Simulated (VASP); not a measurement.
BAs, 4 atoms in the cell. Symmetry: I4_1md, No. 109, tetragonal system. The conventional cell has a = 3.359 Å, b = 3.359 Å, c = 11.636 Å, α = 90.00°, β = 90.00°, γ = 90.00°. B (site symmetry 2mm) has 3 As at 1.94 Å within 2.6 Å. As (site symmetry 2mm) has 3 B at 1.94 Å within 2.6 Å. The cell was generated, and may not be a known phase.

| Quantity | Value |
| --- | --- |
| Program | VASP 6.6.1 |
| Task | single point |
| Functional | PBE |
| Potentials or basis | VASP PAW PBE potentials, release 64 (B, As_d) |
| Cutoff | 560 eV |
| k mesh | 8 × 8 × 8 |
| Occupations | gaussian, width 0.1 eV |
| Spin | no spin polarisation |
| Dipole correction | no |
| Further INCAR settings | ALGO = Normal; EDIFF = 1e-06; NBANDS = 26 |

Potentials or basis: VASP PAW PBE potentials, release 64 (B, As_d).

Launch:

```sh
$ cat potpaw_PBE.64/B/POTCAR potpaw_PBE.64/As_d/POTCAR > POTCAR
$ mpirun -np 1 vasp_std > vasp.out
```

Hardware: 1 thread of Intel(R) Xeon(R) Platinum 8259CL CPU @ 2.50GHz (Skylake/Cascade Lake) (shared host).

Task: Estimate the wall time of this run.

Result: Wall time 3.9 min on 1 thread of Intel(R) Xeon(R) Platinum 8259CL CPU @ 2.50GHz (Skylake/Cascade Lake), with other jobs on the host, peak memory 0.39 GiB. Counts: scf iterations 13, k points 59.
